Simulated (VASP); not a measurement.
A run of VASP 6.6.1 is set up as follows.

INCAR

```
SYSTEM = Nb3N5
PREC = Accurate ; ENCUT = 600
EDIFF = 1E-6 ; ISMEAR = 0
SIGMA = 0.02 ; LREAL = .FALSE.
LASPH = .TRUE. ; NELM = 120
ALGO = Normal ; ISIF = 2
LWAVE = .FALSE. ; LCHARG = .FALSE.
GGA = PS ; NBANDS = 78
GGA_COMPAT = .FALSE. ; KPAR = 4
```

Contents of KPOINTS:

```
regular mesh
0
G
  8 8 4
  0 0 0
```

Contents of POSCAR:

```
Nb3N5
1.0
    1.9638676141     -5.2193983083      0.0000000000
    1.9638676141      5.2193983083      0.0000000000
    0.0000000000      0.0000000000     10.4742892945
Nb N
6 10
Direct
    0.8695770320      0.1304229680      0.4422288261
    0.8695770320      0.1304229680      0.0577711739
    0.7952372353      0.2047627647      0.7500000000
    0.2047627647      0.7952372353      0.2500000000
    0.1304229680      0.8695770320      0.5577711739
    0.1304229680      0.8695770320      0.9422288261
    0.6920540966      0.3079459034      0.9241642128
    0.9529280917      0.0470719083      0.6176603818
    0.9529280917      0.0470719083      0.8823396182
    0.6920540966      0.3079459034      0.5758357872
    0.7632175758      0.2367824242      0.2500000000
    0.0470719083      0.9529280917      0.3823396182
    0.3079459034      0.6920540966      0.0758357872
    0.3079459034      0.6920540966      0.4241642128
    0.2367824242      0.7632175758      0.7500000000
    0.0470719083      0.9529280917      0.1176603818
```

Potentials or basis: VASP PAW PBE potentials, release 64 (Nb_sv, N).

Launch:

```bash
$ cat potpaw_PBE.64/Nb_sv/POTCAR potpaw_PBE.64/N/POTCAR > POTCAR
$ mpirun -np 4 vasp_std > vasp.out
```

Question: Estimate the largest force.

Answer: 0.006 eV/Å.

Question: Estimate the band gap on the k mesh.

Answer: 0.79 eV (least direct gap 1.02 eV).

Forces on the atoms (eV/Å):
```
Nb   0.000 -0.004  0.003
Nb   0.000 -0.004 -0.003
Nb   0.000  0.000  0.000
Nb   0.000  0.000  0.000
Nb   0.000  0.004 -0.003
Nb   0.000  0.004  0.003
N    0.000  0.001 -0.005
N    0.000 -0.001 -0.005
N    0.000 -0.001  0.005
N    0.000  0.001  0.005
N    0.000  0.001  0.000
N    0.000  0.001  0.005
N    0.000 -0.001  0.005
N    0.000 -0.001 -0.005
N    0.000 -0.001  0.000
N    0.000  0.001 -0.005
```

Caveat: the cell stands under tension; semilocal functionals underestimate gaps, and a narrow one can read as zero; the PAW data sets were made with another functional, which shifts forces and pressure a little. A k mesh can miss the band edges.
